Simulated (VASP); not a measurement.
Here is a VASP 6.6.1 calculation.

File INCAR:

```
PREC     = Accurate       # precision mode
ENCUT    = 520            # plane-wave cutoff, eV
EDIFF    = 1E-6           # SCF threshold, eV
ISMEAR   = -1             # smearing method
SIGMA    = 0.02           # smearing width, eV
LREAL    = False          # projectors in reciprocal space
LASPH    = True           # aspherical terms in the spheres
NELM     = 60             # most SCF steps
ALGO     = Normal         # electronic algorithm
ISIF     = 2              # what is computed and relaxed
LWAVE    = False          # write WAVECAR
LCHARG   = False          # write CHGCAR
GGA      = PE             # functional
NBANDS   = 16             # bands
```

The input KPOINTS:

```
regular mesh
0
Gamma
  8 8 8
```

File POSCAR:

```
GaP
1.0
    0.0000000000      2.7253992874      2.8071612660
    2.7253992874      0.0000000000      2.8071612660
    2.7253992874      2.7253992874      0.0000000000
Ga P
1 1
Direct
    0.0000000000      0.0000000000      0.0000000000
    0.2500000000      0.2500000000      0.2500000000
```

Potentials or basis: VASP PAW PBE potentials, release 64 (Ga_d, P).

The run is started by

```sh
$ cat potpaw_PBE.64/Ga_d/POTCAR potpaw_PBE.64/P/POTCAR > POTCAR
$ mpirun -np 1 vasp_std > vasp.out
```

**Question.** Predict the pressure.

**Answer.** 0.0 GPa.

**Question.** What does it give for the band gap on the k mesh?

**Answer.** 1.51 eV, indirect (least direct gap 1.52 eV).

Stress tensor (GPa, compression positive):
```
 0.73  0.00  0.00
 0.00  0.73  0.00
 0.00  0.00 -1.54
```

Caveat: the cell differs from its parent crystal (uniaxial z strain +3.0%). A k mesh can miss the band edges.
